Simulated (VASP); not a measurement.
# CoSi2 (I4/mmm) in VASP: notebook

The runs below take CoSi2 through single point, with PBE.

Everything below comes from runs of VASP 6.6.1. Logs are shortened: lines on timing, memory, paths and dates and some standing lists are left out, and cuts for length are marked.

**1. The cell of the first run**

It takes space group I4/mmm (No. 139, tetragonal). The conventional cell has a = 3.980 Å, b = 3.980 Å, c = 5.226 Å, α = 90.00°, β = 90.00°, γ = 90.00°. Co (site symmetry 4/mmm) has 8 Si at 2.38 Å within 3.1 Å. Within 3.1 Å of Si (site symmetry -4m2) lie 4 Co at 2.38 Å and 6 Si at 2.61 to 2.81 Å.

**2. Single point, PBE (strain +0.050 along x and y, -0.025 along z)**

INCAR

```
PREC     = Accurate       # precision mode
ENCUT    = 520            # plane-wave cutoff, eV
EDIFF    = 1E-6           # SCF threshold, eV
ISMEAR   = 0              # smearing method
SIGMA    = 0.15           # smearing width, eV
LREAL    = False          # projectors in reciprocal space
LASPH    = True           # aspherical terms in the spheres
NELM     = 60             # most SCF steps
ALGO     = Normal         # electronic algorithm
ISIF     = 2              # what is computed and relaxed
LWAVE    = False          # write WAVECAR
LCHARG   = False          # write CHGCAR
GGA      = PE             # functional
NBANDS   = 16             # bands
```

KPOINTS

```
Automatic mesh
0
Gamma
  16 16 16
```

POSCAR

```
CoSi2
1.0
    0.0000000000      2.8139360127      2.6129405832
    2.8139360127      0.0000000000      2.6129405832
    2.8139360127      2.8139360127      0.0000000000
Co Si
1 2
Direct
    0.0000000000      0.0000000000      0.0000000000
    0.2500000000      0.2500000000      0.2500000000
    0.7500000000      0.7500000000      0.7500000000
```

Potentials or basis: VASP PAW PBE potentials, release 64 (Co, Si).

Launch:

```bash
> cat potpaw_PBE.64/Co/POTCAR potpaw_PBE.64/Si/POTCAR > POTCAR
> mpirun -np 1 vasp_std > vasp.out
```

OUTCAR:

```text
PREC = Accurate
   ENCUT = 520
   EDIFF = 1E-6
   ISMEAR = 0
   LREAL = False
   LASPH = True
   NELM = 60
   ISIF = 2
   GGA = PE

 ion  position               nearest neighbor table
   1  0.000  0.000  0.000-   3 2.38   3 2.38   3 2.38   2 2.38   2 2.38   2 2.38   3 2.38   2 2.38

   2  0.250  0.250  0.250-   1 2.38   1 2.38   1 2.38   1 2.38   3 2.61   3 2.61   3 2.81   3 2.81
                             3 2.81   3 2.81
   3  0.750  0.750  0.750-   1 2.38   1 2.38   1 2.38   1 2.38   2 2.61   2 2.61   2 2.81   2 2.81
                             2 2.81   2 2.81

  LATTYP: Found a body centered tetragonal cell.
 ALAT       =     3.9795064728
 C/A-ratio  =     1.3131983079

  Lattice vectors:

 A1 = (   0.0000000000,  -2.8139360127,  -2.6129405832)
 A2 = (   0.0000000000,   2.8139360127,  -2.6129405832)
 A3 = (   2.8139360127,   0.0000000000,   2.6129405832)

Analysis of symmetry for initial positions (statically):
=====================================================================
 Subroutine PRICEL returns:
 Original cell was already a primitive cell.

 Routine SETGRP: Setting up the symmetry group for a
 body centered tetragonal supercell.

 Subroutine GETGRP returns: Found 16 space group operations
 (whereof 16 operations were pure point group operations)
 out of a pool of 16 trial point group operations.

The static configuration has the point symmetry D_4h.

Analysis of symmetry for dynamics (positions and initial velocities):
=====================================================================
 Subroutine PRICEL returns:
 Original cell was already a primitive cell.

 Routine SETGRP: Setting up the symmetry group for a
 body centered tetragonal supercell.

 Subroutine GETGRP returns: Found 16 space group operations
 (whereof 16 operations were pure point group operations)
 out of a pool of 16 trial point group operations.

The dynamic configuration has the point symmetry D_4h.

 Subroutine INISYM returns: Found 16 space group operations
 (whereof 16 operations are pure point group operations),
 and found     1 'primitive' translations

----------------------------------------------------------------------------------------

                                     Primitive cell

  volume of cell :      41.3798

  direct lattice vectors                    reciprocal lattice vectors
     0.000000000  2.813936013  2.612940583    -0.177687054  0.177687054  0.191355289
[... 85 lines left out ...]
   LASPH  =      T    aspherical Exc in radial PAW
   ENCUT  =  520.0 eV  38.22 Ry    6.18 a.u.   7.14  7.14  7.40*2*pi/ulx,y,z
   NELM   =     60;   NELMIN=  2; NELMDL= -5     # of ELM steps
   EDIFF  = 0.1E-05   stopping-criterion for ELM
   LREAL  =      F    real-space projection
   EDIFFG = 0.1E-04   stopping-criterion for IOM
   NSW    =      0    number of steps for IOM
   IBRION =     -1    ionic relax: 0-MD 1-quasi-New 2-CG
   NFREE  =      0    steps in history (QN), initial steepest desc. (CG)
   ISIF   =      2    stress and relaxation
   ISYM   =      2    0-nonsym 1-usesym 2-fastsym
   POTIM  = 0.5000    time-step for ionic-motion
   TEBEG  =    0.0;   TEEND  =   0.0 temperature during run
   PSTRESS=    0.0 pullay stress
   NELECT =      17.0000    total number of electrons
   NUPDOWN=      -1.0000    fix difference up-down
   EMIN   =  10.00;   EMAX   =-10.00  energy-range for DOS
   EFERMI =   0.00;   METHOD = LEGACY
   ISMEAR =     0;   SIGMA  =   0.15  broadening in eV -4-tet -1-fermi 0-gaus
   EFERMI_NEDOS =   21; number of points for ismear=-14 and -15
   IALGO  =     38    algorithm
   IMIX   =      4    mixing-type and parameters
     AMIX     =   0.40;   BMIX     =  1.00
     AMIX_MAG =   1.60;   BMIX_MAG =  1.00
  volume/ion in A,a.u.               =      13.79        93.08
  Fermi-wavevector in a.u.,A,eV,Ry     =   1.217013  2.299821 20.151863  1.481120
  Thomas-Fermi vector in A             =   2.352347
   LORBIT       =      0    0 simple, 1 ext, 2 COOP (PROOUT), +10 PAW based schemes
   GGA     = PE    functional components
   LHFCALC =     F    Hartree Fock is set to
   AEXX    =    0.0000 exact exchange contribution
   IVDW    =     0    specifies the selected vdW correction
   LEPSILON=     F    determine dielectric tensor
   LRPA    =     F    only Hartree local field effects (RPA)
 non-spin polarized calculation
 Gauss-broadening in eV      SIGMA  =   0.15
  energy-cutoff  :      520.00
  volume of cell :       41.38
 maximum number of plane-waves:      1137
 NGX is ok and might be reduce to    30
   NGX = 15   NGY = 15   NGZ = 15

 number of electron      16.9999998 magnetization

 Free energy of the ion-electron system (eV)
  ---------------------------------------------------
  ext. energy  EPLUGINS =         0.00000000
  ---------------------------------------------------
  free energy    TOTEN  =       -19.15478366 eV

  energy without entropy =      -19.14143703  energy(sigma->0) =      -19.14811035

 E-fermi :   9.1020     XC(G=0): -11.4087

 val. band max:        9.0959988534   @ k =   0.5000   0.2500   0.1250
 cond. band min:       9.1032718842   @ k =   0.3125   0.0625   0.1250
 fundamental gap:      0.0072730308
 Fermi energy:         9.1020012282

 k-point     1 :       0.0000    0.0000    0.0000
  band No.  band energies     occupation
      1      -3.4652      2.00000
      2       5.1299      2.00000
      3       5.5039      2.00000
      4       5.5039      2.00000
      5       7.2907      2.00000
      6       7.5850      2.00000
[... 433 lines left out ...]
      3       5.1594      2.00000
      4       5.5771      2.00000
      5       7.2028      2.00000
      6       7.5657      2.00000
[... 8 lines left out ...]
     15      14.5488      0.00000
     16      16.3357      0.00000

 [... further k-points ...]
[... 5 lines left out ...]
  --------------------------------------------------------------------------------------
  -------------------------------------------------------------------------------------
  Total       -3.3288608     -3.3288608     -1.6693790      0.0000000      0.0000000      0.0000000
  in kB     -128.8897111   -128.8897111    -64.6364583      0.0000000      0.0000000      0.0000000
  external PRESSURE =    -107.4719601 kB  Pullay stress =       0.0000000 kB

 VOLUME and BASIS-vectors are now :
 -----------------------------------------------------------------------------
  energy-cutoff  :      520.00
  volume of cell :       41.38
      direct lattice vectors                 reciprocal lattice vectors
     0.000000000  2.813936013  2.612940583    -0.177687054  0.177687054  0.191355289
     2.813936013  0.000000000  2.612940583     0.177687054 -0.177687054  0.191355289
     2.813936013  2.813936013  0.000000000     0.177687054  0.177687054 -0.191355289

 POSITION                                       TOTAL-FORCE (eV/Angst)
 -----------------------------------------------------------------------------------
      0.00000      0.00000      0.00000        -0.000000      0.000000      0.000000
      1.40697      1.40697      1.30647         0.000000     -0.000000      0.000000
      4.22090      4.22090      3.91941        -0.000000     -0.000000     -0.000000
 -----------------------------------------------------------------------------------
    total drift:                                0.000000     -0.000000     -0.000000

  FREE ENERGIE OF THE ION-ELECTRON SYSTEM (eV)
  ---------------------------------------------------
  free  energy   TOTEN  =       -19.1547836593 eV

  energy  without entropy=      -19.1414370348  energy(sigma->0) =      -19.14811035
```

OSZICAR:

```text
N       E                     dE             d eps       ncg     rms          rms(c)
DAV:   1     0.587100415699E+02    0.58710E+02   -0.67322E+03 11240   0.997E+02
DAV:   2    -0.175184482527E+02   -0.76228E+02   -0.67770E+02 12496   0.196E+02
DAV:   3    -0.205654137680E+02   -0.30470E+01   -0.29886E+01 14600   0.436E+01
DAV:   4    -0.206200444392E+02   -0.54631E-01   -0.54592E-01 13784   0.566E+00
DAV:   5    -0.206216813636E+02   -0.16369E-02   -0.16368E-02 14744   0.991E-01    0.138E+01
DAV:   6    -0.256928895936E+02   -0.50712E+01   -0.28149E+01 11808   0.109E+02    0.211E+01
DAV:   7    -0.191716781208E+02    0.65212E+01   -0.12803E+01 14080   0.849E+01    0.289E+00
DAV:   8    -0.191918715718E+02   -0.20193E-01   -0.10364E+00 14512   0.800E+00    0.208E+00
DAV:   9    -0.191556479653E+02    0.36224E-01   -0.12774E-01 12920   0.618E+00    0.568E-01
DAV:  10    -0.191552429029E+02    0.40506E-03   -0.10840E-02 15552   0.192E+00    0.236E-01
DAV:  11    -0.191547411289E+02    0.50177E-03   -0.17481E-03 14504   0.777E-01    0.481E-02
DAV:  12    -0.191547951425E+02   -0.54014E-04   -0.19023E-04 15520   0.114E-01    0.320E-02
DAV:  13    -0.191547835897E+02    0.11553E-04   -0.22583E-05 15616   0.849E-02    0.107E-02
DAV:  14    -0.191547836593E+02   -0.69603E-07   -0.26503E-06 12512   0.132E-02
   1 F= -.19154784E+02 E0= -.19148110E+02  d E =-.133466E-01
```

It took 5.7 min on 1 thread of Intel Xeon 8259CL, shared host; peak memory 0.35 GiB.

What came out:

```
Free energy            : -19.1548 eV
Pressure               : -10.7 GPa
Band gap on the k mesh : zero (an odd number of electrons rules out a gap without spin polarisation)
```

Levels at points of the mesh, in eV from the Fermi level:
```tsv
k point	band 7	band 8	band 9	band 10	band 11	band 12
(0.00, 0.00, 0.00)	0.11	2.52	3.12	3.12	3.44	3.44
(0.50, 0.00, 0.00)	-1.40	-0.67	-0.27	2.61	2.95	3.11
(0.50, 0.50, 0.00)	-1.69	-1.53	-1.21	1.01	2.65	8.63
(0.50, 0.00, 0.50)	-1.78	-1.60	-1.12	1.44	3.04	7.91
```

Caveat: the cell differs from its parent crystal (strain +0.050 along x and y, -0.025 along z); the cell stands under tension; the run has no spin polarisation, though such a crystal can be magnetic.

**3. Single point, PBE (strain +0.050 along x and y, +0.000 along z)**

INCAR

```
SYSTEM = CoSi2
ALGO = Normal
EDIFF = 1E-6
ENCUT = 520
GGA = PE
ISIF = 2
ISMEAR = 0
LASPH = .TRUE.
LCHARG = .TRUE.
LELF = .TRUE.
LREAL = .FALSE.
LVHAR = .TRUE.
LWAVE = .FALSE.
NBANDS = 16
NELM = 80
PREC = Accurate
SIGMA = 0.15
```

KPOINTS

```
k-points
0
G
  16 16 16
  0 0 0
```

POSCAR

```
CoSi2
1.0
    0.0000000000      2.8139360127      2.6799390597
    2.8139360127      0.0000000000      2.6799390597
    2.8139360127      2.8139360127      0.0000000000
Co Si
1 2
Direct
    0.0000000000      0.0000000000      0.0000000000
    0.2500000000      0.2500000000      0.2500000000
    0.7500000000      0.7500000000      0.7500000000
```

Potentials or basis: VASP PAW PBE potentials, release 64 (Co, Si).

Launch:

```bash
> cat potpaw_PBE.64/Co/POTCAR potpaw_PBE.64/Si/POTCAR > POTCAR
> mpirun -np 1 vasp_std > vasp.out
```

Wall time 5.7 min (1 thread of Intel Xeon 8259CL, shared host); peak memory 0.35 GiB.

The run converged. Its results:

```yaml
Free_energy: -19.0955 eV
Pressure: -13.8 GPa
Band_gap_on_the_k_mesh: zero (an odd number of electrons rules out a gap without spin polarisation)
```

Stress tensor (GPa, compression positive):
```
-14.98   0.00   0.00
  0.00 -14.98   0.00
  0.00   0.00 -11.38
```

Levels at points of the mesh, in eV from the Fermi level:
```tsv
k point	band 6	band 7	band 8	band 9	band 10	band 11	band 12	band 13
(0.00, 0.00, 0.00)	-1.50	-0.13	2.65	3.21	3.21	3.25	3.25	3.78
(0.50, 0.00, 0.00)	-1.36	-1.35	-0.56	-0.28	2.44	3.00	3.08	3.74
(0.50, 0.50, 0.00)	-1.65	-1.65	-1.52	-1.15	1.03	2.73	8.52	8.52
(0.50, 0.00, 0.50)	-1.83	-1.68	-1.59	-1.09	1.29	2.98	8.02	8.35
```

Caveat: the cell differs from its parent crystal (strain +0.050 along x and y, +0.000 along z); the cell stands under tension; the run has no spin polarisation, though such a crystal can be magnetic. Spin polarisation is off, so any magnetic state and its effect on volume and gap are missing.
